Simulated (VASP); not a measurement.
Input of a VASP 6.6.1 run:

INCAR

```
  PREC = Accurate
  ENCUT = 600
  EDIFF = 1E-6
  ISMEAR = 0
  SIGMA = 0.01
  LREAL = F
  LASPH = T
  NELM = 120
  ALGO = Normal
  ISIF = 2
  LWAVE = F
  LCHARG = T
  GGA = PS
  LELF = T
  LVHAR = T
  NBANDS = 11
  GGA_COMPAT = F
```

File KPOINTS:

```
regular mesh
0
Gamma
  7 7 7
```

POSCAR

```
AlN
1.0
    0.0000000000      2.0201655834      2.0201655834
    2.0201655834      0.0000000000      2.0201655834
    2.0201655834      2.0201655834      0.0000000000
Al N
1 1
Direct
    0.0000000000      0.0000000000      0.0000000000
    0.5000000000      0.5000000000      0.5000000000
```

Potentials or basis: VASP PAW PBE potentials, release 64 (Al, N).

Run with:

```bash
$ cat potpaw_PBE.64/Al/POTCAR potpaw_PBE.64/N/POTCAR > POTCAR
$ mpirun -np 1 vasp_std > vasp.out
```

Task: Predict the band gap on the k mesh.

Result: 4.89 eV, indirect (least direct gap 5.70 eV).

Task: Estimate the pressure.

Result: 0.7 GPa.

Caveat: the PAW data sets were made with another functional, which shifts forces and pressure a little. A k mesh can miss the band edges.
